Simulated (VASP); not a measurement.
# Si8O in VASP: further runs

The runs below take Si8O through single point, with PBE.

Program: VASP 6.6.1. These are calculated values, not measurements. Logs are shortened: lines on timing, memory, paths and dates and some standing lists are left out, and cuts for length are marked.

### 1 The cell of the first run

The cell holds a slab with vacuum, 9 atoms: a = 3.851 Å, b = 6.365 Å, c = 19.753 Å, α = 90.00°, β = 90.00°, γ = 90.00°.

### 2 Single point, PBE, collinear spin, ferromagnetic start

File INCAR:

```
ALGO     = Normal         # electronic algorithm
DIPOL    = 0.5 0.5 0.330
EDIFF    = 1E-7           # SCF threshold, eV
ENCUT    = 520            # plane-wave cutoff, eV
GGA      = PE             # functional
IDIPOL   = 3            
ISIF     = 2              # what is computed and relaxed
ISMEAR   = 0              # smearing method
ISPIN    = 2              # spin polarisation
LASPH    = True           # aspherical terms in the spheres
LCHARG   = False          # write CHGCAR
LDIPOL   = True         
LORBIT   = 11             # projections on sites
LREAL    = False          # projectors in reciprocal space
LWAVE    = False          # write WAVECAR
MAGMOM   = 0 0 0 0 0 0 0 0 2 # initial moments
NBANDS   = 33             # bands
NELM     = 150            # most SCF steps
PREC     = Accurate       # precision mode
SIGMA    = 0.05           # smearing width, eV
```

File KPOINTS:

```
k-points
0
Gamma
  7 4 1
```

File POSCAR:

```
Si8O
1.0
    3.8510821816      0.0000000000      0.0000000000
    0.0000000000      6.3646812169      0.0000000000
    0.0000000000      0.0000000000     19.7525434844
Si O
8 1
Direct
    0.0000000000      0.9370679252      0.2025055661
    0.0000000000      0.5629320748      0.2025055661
    0.5000000000      0.4370679252      0.2587875162
    0.5000000000      0.0629320748      0.2587875162
    0.5000000000      0.9333044677      0.3720589469
    0.5000000000      0.5666955323      0.3720589469
    0.0000000000      0.4259907537      0.4177964975
    0.0000000000      0.0740092463      0.4177964975
    0.3333333333      0.4259907537      0.4692814691
```

Potentials or basis: VASP PAW PBE potentials, release 64 (Si, O).

Run with:

```sh
$ cat potpaw_PBE.64/Si/POTCAR potpaw_PBE.64/O/POTCAR > POTCAR
$ mpirun -np 1 vasp_std > vasp.out
```

OUTCAR:

```text
EDIFF = 1E-7
   ENCUT = 520
   GGA = PE
   ISIF = 2
   ISMEAR = 0
   ISPIN = 2
   LASPH = True
   LORBIT = 11
   LREAL = False
   NELM = 150
   PREC = Accurate

 ion  position               nearest neighbor table
   1  0.000  0.937  0.203-   4 2.36   4 2.36   2 2.38
   2  0.000  0.563  0.203-   3 2.36   3 2.36   1 2.38
   3  0.500  0.437  0.259-   2 2.36   2 2.36   4 2.38   6 2.38
   4  0.500  0.063  0.259-   1 2.36   1 2.36   3 2.38   5 2.38
   5  0.500  0.933  0.372-   8 2.31   8 2.31   6 2.33   4 2.38
   6  0.500  0.567  0.372-   9 2.21   7 2.31   7 2.31   5 2.33   3 2.38
   7  0.000  0.426  0.418-   9 1.64   8 2.24   6 2.31   6 2.31
   8  0.000  0.074  0.418-   7 2.24   5 2.31   5 2.31
   9  0.333  0.426  0.469-   7 1.64   6 2.21

  LATTYP: Found a simple orthorhombic cell.
 ALAT       =     3.8510821816
 B/A-ratio  =     1.6526994016
 C/A-ratio  =     5.1290890594

  Lattice vectors:

 A1 = (   3.8510821816,   0.0000000000,   0.0000000000)
 A2 = (   0.0000000000,   6.3646812169,   0.0000000000)
 A3 = (   0.0000000000,   0.0000000000,  19.7525434844)

Analysis of symmetry for initial positions (statically):
=====================================================================
 Subroutine PRICEL returns:
 Original cell was already a primitive cell.

 Routine SETGRP: Setting up the symmetry group for a
 simple orthorhombic supercell.

 Subroutine GETGRP returns: Found  1 space group operations
 (whereof  1 operations were pure point group operations)
 out of a pool of  8 trial point group operations.

The static configuration has the point symmetry C_1 .

Analysis of symmetry for dynamics (positions and initial velocities):
=====================================================================
 Subroutine PRICEL returns:
 Original cell was already a primitive cell.

 Routine SETGRP: Setting up the symmetry group for a
 simple orthorhombic supercell.

 Subroutine GETGRP returns: Found  1 space group operations
 (whereof  1 operations were pure point group operations)
 out of a pool of  8 trial point group operations.

The dynamic configuration has the point symmetry C_1 .

Analysis of structural, dynamic, and magnetic symmetry:
=====================================================================
 Subroutine PRICEL returns:
 Original cell was already a primitive cell.

 Routine SETGRP: Setting up the symmetry group for a
[... 160 lines left out ...]

  energy without entropy =      -45.67406850  energy(sigma->0) =      -45.67507595

 E-fermi :  -1.3825     XC(G=0):  -3.9937

 val. band max:       -1.4199733881   @ k =   0.0000   0.0000   0.0000
 cond. band min:      -1.3717456436   @ k =   0.2857   0.2500   0.0000
 fundamental gap:      0.0482277445
 Fermi energy:        -1.3824817042

 spin component 1

 k-point     1 :       0.0000    0.0000    0.0000
  band No.  band energies     occupation
      1     -20.3897      1.00000
      2     -12.7457      1.00000
      3     -11.4453      1.00000
      4     -10.5601      1.00000
      5      -9.2834      1.00000
      6      -8.4901      1.00000
[... 499 lines left out ...]
     30       3.5447      0.00000
     31       3.9793      0.00000
 Fermi energy:        -1.3824817042

 spin component 2

 k-point     1 :       0.0000    0.0000    0.0000
  band No.  band energies     occupation
      1     -20.4942      1.00000
      2     -12.7454      1.00000
      3     -11.4367      1.00000
      4     -10.5770      1.00000
      5      -9.2720      1.00000
      6      -8.4746      1.00000
[... 499 lines left out ...]
     30       3.5592      0.00000
     31       4.0199      0.00000
 [bands above 31 left out]

------------------------ aborting loop because EDIFF is reached ----------------------------------------

 vacuum level on the upper side and lower side of the slab       (xc-potential included)         0.366        -0.388

  FORCE on cell =-STRESS in cart. coord.  units (eV):
  Direction    XX          YY          ZZ          XY          YZ          ZX
  --------------------------------------------------------------------------------------
  -------------------------------------------------------------------------------------
  Total        2.1638235      3.3224645     -0.9946485      1.3032108      1.5508004      0.6457269
  in kB        7.1606088     10.9948285     -3.2915295      4.3126359      5.1319688      2.1368645
  external PRESSURE =       4.9546359 kB  Pullay stress =       0.0000000 kB

 VOLUME and BASIS-vectors are now :
 -----------------------------------------------------------------------------
  energy-cutoff  :      520.00
  volume of cell :      484.15
      direct lattice vectors                 reciprocal lattice vectors
     3.851082182  0.000000000  0.000000000     0.259667271  0.000000000  0.000000000
     0.000000000  6.364681217  0.000000000     0.000000000  0.157117060  0.000000000
     0.000000000  0.000000000 19.752543484     0.000000000  0.000000000  0.050626392

 POSITION                                       TOTAL-FORCE (eV/Angst)
 -----------------------------------------------------------------------------------
      0.00000      5.96414      4.00000         0.099586     -0.385368      0.515605
      0.00000      3.58288      4.00000        -0.212370      0.373185      0.588757
      1.92554      2.78180      5.11171         0.049282     -0.212200     -0.578244
      1.92554      0.40054      5.11171        -0.017298      0.094177     -0.692579
      1.92554      5.94019      7.34911        -0.084911     -0.202891      0.178237
      1.92554      3.60684      7.34911         0.300667      0.508235      0.191660
      0.00000      2.71130      8.25254        -0.110871     -0.703270     -0.008019
      0.00000      0.47105      8.25254        -0.479147     -0.851947     -0.276459
      1.28369      2.71130      9.26950         0.455062      1.380080      0.081042
 -----------------------------------------------------------------------------------
    total drift:                               -0.000018     -0.000296     -0.000350

  FREE ENERGIE OF THE ION-ELECTRON SYSTEM (eV)
  ---------------------------------------------------
  free  energy   TOTEN  =       -45.6760834082 eV

  energy  without entropy=      -45.6740684980  energy(sigma->0) =      -45.67507595

 vacuum level on the upper side and lower side of the slab         4.068         3.310

 total charge

# of ion       s       p       d       tot
------------------------------------------
    1        0.798   0.831   0.000   1.629
    2        0.802   0.826   0.000   1.629
    3        0.767   0.887   0.000   1.654
    4        0.768   0.884   0.000   1.653
    5        0.766   0.929   0.000   1.695
    6        0.778   0.882   0.000   1.660
    7        0.764   0.920   0.000   1.684
    8        0.807   0.882   0.000   1.689
    9        1.597   3.379   0.000   4.976
--------------------------------------------------
tot          7.847  10.421   0.000  18.268

 magnetization (x)

# of ion       s       p       d       tot
------------------------------------------
    1       -0.015  -0.073   0.000  -0.088
    2        0.001   0.020   0.000   0.021
    3       -0.004  -0.008   0.000  -0.012
    4        0.004   0.008   0.000   0.012
    5       -0.002  -0.008   0.000  -0.010
    6       -0.004  -0.013   0.000  -0.017
    7       -0.000  -0.006   0.000  -0.006
    8        0.017   0.099   0.000   0.116
    9       -0.001  -0.063   0.000  -0.063
--------------------------------------------------
tot         -0.002  -0.045   0.000  -0.047
```

OSZICAR:

```text
N       E                     dE             d eps       ncg     rms          rms(c)
DAV:   1     0.207384164789E+03    0.20738E+03   -0.12368E+04  1980   0.840E+02
DAV:   2    -0.152765719973E+02   -0.22266E+03   -0.21196E+03  2729   0.163E+02
DAV:   3    -0.460708372534E+02   -0.30794E+02   -0.30041E+02  2556   0.598E+01
[... 25 lines left out ...]
DAV:  29    -0.456760794106E+02   -0.40836E-05   -0.15050E-07  2237   0.806E-04    0.248E-04
DAV:  30    -0.456760823696E+02   -0.29590E-05   -0.22701E-07  2105   0.843E-04    0.147E-04
DAV:  31    -0.456760830638E+02   -0.69417E-06   -0.27137E-08  2064   0.380E-04    0.836E-05
DAV:  32    -0.456760833240E+02   -0.26024E-06   -0.12439E-08  1925   0.260E-04    0.490E-05
DAV:  33    -0.456760834082E+02   -0.84187E-07   -0.58466E-09  1910   0.181E-04
   1 F= -.45676083E+02 E0= -.45675076E+02  d E =-.201491E-02  mag=     0.0099
```

stdout:

```text
POSCAR found type information on POSCAR SiO
 POSCAR found :  2 types and       9 ions
 scaLAPACK will be used
 LDA part: xc-table for (Slater+PW92), standard interpolation
 POSCAR, INCAR and KPOINTS ok, starting setup
 FFT: planning ... GRIDC
 FFT: planning ... GRID_SOFT
 FFT: planning ... GRID
 WAVECAR not read
 entering main loop
```

Run time: 25 min. Hardware: 1 thread of Intel Xeon 8259CL, shared host; peak memory 0.87 GiB.

Results:

* Free energy: -45.6761 eV
* Largest force: 1.455 eV/Å
* Band gap on the k mesh: zero (filled and empty bands overlap)
* Net moment: 0.01 μB per cell
* Site moments: Si -0.09, +0.02, -0.01, +0.01, -0.02, +0.12 (each value once); O -0.06 μB
* Valence electrons inside the program's atomic spheres: Si 1.63, 1.65, 1.70, 1.66, 1.68, 1.69 (each value once); O 4.98

Forces in eV/Å, atoms in the order of the input:
```
Si   0.100 -0.385  0.516
Si  -0.212  0.373  0.589
Si   0.049 -0.212 -0.578
Si  -0.017  0.094 -0.693
Si  -0.085 -0.203  0.178
Si   0.301  0.508  0.192
Si  -0.111 -0.703 -0.008
Si  -0.479 -0.852 -0.276
O    0.455  1.380  0.081
```

### 3 Single point, PBE, collinear spin, ferromagnetic start

File INCAR:

```
PREC = Accurate
ENCUT = 520
EDIFF = 1E-7
ISMEAR = 0
SIGMA = 0.05
LREAL = F
LASPH = T
NELM = 150
ALGO = Normal
ISIF = 2
LWAVE = F
LCHARG = T
ISPIN = 2
MAGMOM = 0 0 0 0 0 0 0 0 2
LORBIT = 11
LDIPOL = T
IDIPOL = 3
DIPOL = 0.5 0.5 0.333
GGA = PE
LELF = T
LVHAR = T
LVACPOTAV = T
NBANDS = 33
```

File KPOINTS:

```
regular mesh
0
Gamma
  7 4 1
```

POSCAR: that of step 2 with these lines changed.

```diff
@@ -16,2 +16,2 @@
     0.0000000000      0.0740092463      0.4177964975
-    0.3333333333      0.4259907537      0.4692814691
+    0.1666666667      0.4259907537      0.4924744629
```

Potentials or basis: VASP PAW PBE potentials, release 64 (Si, O).

Run with:

```sh
$ cat potpaw_PBE.64/Si/POTCAR potpaw_PBE.64/O/POTCAR > POTCAR
$ mpirun -np 1 vasp_std > vasp.out
```

Run time: 16 min. Hardware: 1 thread of Intel Xeon Platinum 8488C (Sapphire Rapids), shared host; peak memory 0.86 GiB.

Results (log left out):

```
Free energy                                           : -45.7518 eV
Largest force                                         : 0.972 eV/Å
Net moment                                            : 0.24 μB per cell
Site moments                                          : Si -0.01, +0.05, +0.00, -0.00, +0.01, +0.02 (each value once); O +0.03 μB
Valence electrons inside the program's atomic spheres : Si 1.63, 1.62, 1.66, 1.65, 1.69, 1.71, 1.72 (each value once); O 4.95
```

Forces in eV/Å, atoms in the order of the input:
```
Si   0.071 -0.585  0.322
Si  -0.056  0.717  0.646
Si   0.067  0.045 -0.425
Si   0.009  0.037 -0.647
Si  -0.117 -0.309  0.323
Si   0.034  0.262 -0.860
Si   0.264  0.441  0.825
Si   0.015 -0.500 -0.329
O   -0.288 -0.107  0.146
```

Levels at points of the mesh, in eV from the Fermi level:
Spin up:
```
           k point  band 15  band 16  band 17  band 18  band 19  band 20  band 21  band 22  band 23  band 24
(0.00, 0.00, 0.00)    -1.32    -0.75    -0.47     0.07     0.26     0.41     1.13     1.73     1.86     2.86
(0.00, 0.50, 0.00)    -1.33    -1.16    -0.96    -0.54    -0.32     0.10     1.20     1.83     2.03     2.42
```
Spin down:
```
           k point  band 15  band 16  band 17  band 18  band 19  band 20  band 21  band 22  band 23  band 24
(0.00, 0.00, 0.00)    -1.30    -0.72    -0.45     0.10     0.32     0.51     1.18     1.74     1.87     2.88
(0.00, 0.50, 0.00)    -1.30    -1.12    -0.95    -0.51    -0.26     0.21     1.24     1.85     2.06     2.43
```

The gap in the log of VASP goes by the Fermi energy; the results here count the filled bands.